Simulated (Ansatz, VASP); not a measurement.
One calculation of BiB, two programs

```
CELL_PARAMETERS angstrom
3.22202 0.00000 0.00000
0.00000 3.22202 0.00000
0.00000 0.00000 3.22202
ATOMIC_POSITIONS crystal
B 0.00000 0.00000 0.00000
Bi 0.50000 0.50000 0.50000
```

Change from the starting cell: volume scaled by 0.88, LAPW.

Alike in both runs: task single point; functional PBE; k mesh 13 × 13 × 13; occupations fermi-dirac, width 0.05 eV; no spin polarisation.

```csv
,VASP,Ansatz
version,VASP 6.6.1,Ansatz 0.2.0
potentials or method,"VASP PAW PBE potentials, release 64 (B, Bi_d), cutoff 520 eV","all-electron LAPW, scalar-relativistic"
```

Ansatz gave:

```
pressure (GPa) : 12.1
```

**Question.** Estimate VASP's values.

**Answer.** Pressure (GPa): 12.0.

Ansatz ran all-electron here, and VASP with PAW potentials.

Neither program's run includes spin-orbit coupling.
